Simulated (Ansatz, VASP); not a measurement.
**Two plane-wave programs on Si2Mo**

Contents of POSCAR:

```
Si2Mo
1.0
   -1.6084236828      1.6084236828      3.9365100029
    1.6084236828     -1.6084236828      3.9365100029
    1.6084236828      1.6084236828     -3.9365100029
Si Mo
2 1
Direct
    0.3350991394      0.3350991394      0.0000000000
    0.6649008606      0.6649008606      0.0000000000
    0.0000000000      0.0000000000      0.0000000000
```

INCAR.step1

```
PREC = Accurate ; ENCUT = 520
ISMEAR = 0 ; SIGMA = 0.1
LREAL = False ; LASPH = True
NELM = 80 ; NBANDS = 18
GGA = PE ; ALGO = Normal
EDIFF = 1E-4 ; LWAVE = True
LCHARG = False
```

File INCAR.step2:

```
PREC = Accurate ; ENCUT = 520
EDIFF = 1E-6 ; ISMEAR = 0
SIGMA = 0.1 ; LREAL = False
LASPH = True ; NELM = 80
ALGO = Normal ; ISIF = 2
LWAVE = False ; LCHARG = False
METAGGA = R2SCAN ; LMIXTAU = True
NBANDS = 18 ; ISTART = 1
```

Contents of KPOINTS:

```
Automatic mesh
0
Gamma
  18 18 18
```

Input for Ansatz:

```yaml
crystal:
  lattice:
    - [-1.6084236828, 1.6084236828, 3.9365100029]
    - [1.6084236828, -1.6084236828, 3.9365100029]
    - [1.6084236828, 1.6084236828, -3.9365100029]
  atoms:
    - { symbol: Si, position: [0.3350991394, 0.3350991394, 0.0] }
    - { symbol: Si, position: [0.6649008606, 0.6649008606, 0.0] }
    - { symbol: Mo, position: [0.0, 0.0, 0.0] }
basis:
  ecutwfc: 500
kpoints:
  mp_grid: { grid: [18, 18, 18] }
  band_path:
    path:
      - [[0.0, 0.0, 0.0], [0.0, 0.0, 0.5], [0.25, 0.25, 0.25], [0.0, 0.5, 0.0], [0.0, 0.0, 0.0], [0.5, 0.5, -0.5], [0.29173671, 0.70826329, -0.29173671]]
      - [[-0.29173671, 0.29173671, 0.29173671], [0.0, 0.0, 0.0]]
      - [[0.0, 0.0, 0.5], [-0.08347342, 0.08347342, 0.5]]
      - [[0.5, 0.5, -0.08347342], [0.5, 0.5, -0.5]]
    npoints: 14
hamiltonian:
  xc: r2scan
scf:
  occupations: { method: gaussian, width: 0.1 }
  n_extra_bands: 7
output:
  forces: true
  stress: true
  eigenvalues: true
  populations: true
  dos: { projected: true, de: 0.02, nscf_kmesh: { grid: [27, 27, 27] } }
  bader: true
  write_density: true
  write_potential: true
  elf: true
  volumetric_format: npy
```

Alike in both runs: task single point; functional r2SCAN; k mesh 18 × 18 × 18; occupations gaussian, width 0.1 eV; no spin polarisation.

```csv
,VASP,Ansatz
version,VASP 6.6.1,Ansatz 0.2.0
potentials or method,"VASP PAW PBE potentials, release 64 (Si, Mo_sv), cutoff 520 eV","scalar-relativistic, plane waves, PAW"
valence electrons in the cell,22,22
```

```tsv
	VASP	Ansatz	Ansatz less VASP
gap on the k mesh at the Fermi level (eV)	none	none	-
pressure (GPa)	-3.2	-3.6	-0.38
traceless stress, the component that is largest in VASP (GPa)	-0.99	-0.96	+0.031
rms of the force components (eV/Å)	0.031	0.035	+0.0038
```

VASP's potentials were made for PBE, not for r2SCAN. Atom by atom the forces differ by 0.004 eV/Å (rms over components). A gap of «none» marks a metal or a gap that the smearing closes.
